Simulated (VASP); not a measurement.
Here is a VASP 6.6.1 calculation.

File INCAR:

```
PREC = Accurate ; ENCUT = 520
EDIFF = 1E-7 ; ISMEAR = -1
SIGMA = 0.05 ; LREAL = Auto
LASPH = True ; NELM = 80
ALGO = Normal ; ISIF = 2
LWAVE = False ; LCHARG = True
GGA = PS ; LELF = True
LVHAR = True ; NBANDS = 76
```

Contents of KPOINTS:

```
regular mesh
0
Gamma
  1 1 1
```

File POSCAR:

```
H12C5O3
1.0
    8.1932130000      0.0000000000      0.0000000000
    0.0000000000      8.1932130000      0.0000000000
    0.0000000000      0.0000000000      8.1932130000
C H O
10 24 6
Direct
    0.9134389647      1.0439250145      0.8088279897
    0.9161241139      0.8599068522      0.8349349639
    0.3627514627      0.9742209802      0.8850984345
    0.4376183068      0.8549759417      0.7583105675
    0.8921774644      0.4382773889      0.3598466194
    0.3649728135      0.3966087541      0.1115435422
    0.5538608602      0.2352801032      0.5262526435
    0.0636380380      0.8242065720      0.2928033239
    0.5268018786      0.8032502023      0.2362565211
    0.8679867105      0.4199451424      0.8609565014
    0.9142933303      1.0863137575      0.6873005743
    0.8128313032      1.0986898546      0.8701714456
    1.0231029024      1.1116151869      0.8554275350
    0.9191143938      0.8283075272      0.9711208533
    0.7979165194      0.8036895904      0.7843931312
    1.0145592456      0.7950238814      0.7756053700
    0.3278567273      1.0900729665      0.8274409563
    0.2647679244      0.9126090094      0.9548146740
    0.4514468256      1.0162069508      0.9740501071
    0.4738678221      0.7359994181      0.8151869114
    0.3538782649      0.8359357922      0.6599974882
    0.5515662781      0.9291592932      0.7234280373
    0.9657139391      0.3910431720      0.2505610436
    0.9603070249      0.4286474671      0.4778589303
    0.4126830341      0.3815475077      0.2412484577
    0.4609669003      0.4381431314      0.0204193398
    0.4435378404      0.2287014874      0.6042562301
    0.6679674994      0.3184220891      0.5619773342
    0.0305374705      0.9382765955      0.2294093904
    0.0886831576      0.7114547126      0.2129323380
    0.6278977490      0.7666955564      0.3067172793
    0.5019032216      0.9330283492      0.2076596813
    0.9542776442      0.3225596601      0.8475917811
    0.9174056625      0.5440234497      0.8877225577
    0.7565286048      0.4912846767      0.3342644699
    0.2190349500      0.3716490710      0.0723403627
    0.5513831997      0.1592659681      0.3944118138
    0.0828856762      0.8168712323      0.4405231501
    0.4150630528      0.7134441641      0.2022161513
    0.7249292799      0.3982442541      0.8389138669
```

Potentials or basis: VASP PAW PBE potentials, release 64 (C, H, O).

Run with:

```bash
$ cat potpaw_PBE.64/C/POTCAR potpaw_PBE.64/H/POTCAR potpaw_PBE.64/O/POTCAR > POTCAR
$ mpirun -np 1 vasp_gam > vasp.out
```

(1) Estimate the band gap on the k mesh.

(2) What does it give for the largest force?

(3) Estimate the pressure.

Answers

(1) 2.83 eV.

(2) 2.869 eV/Å.

(3) -0.4 GPa.

Caveat: the k points lie up to 0.77 Å⁻¹ apart; the PAW data sets were made with another functional, which shifts forces and pressure a little.
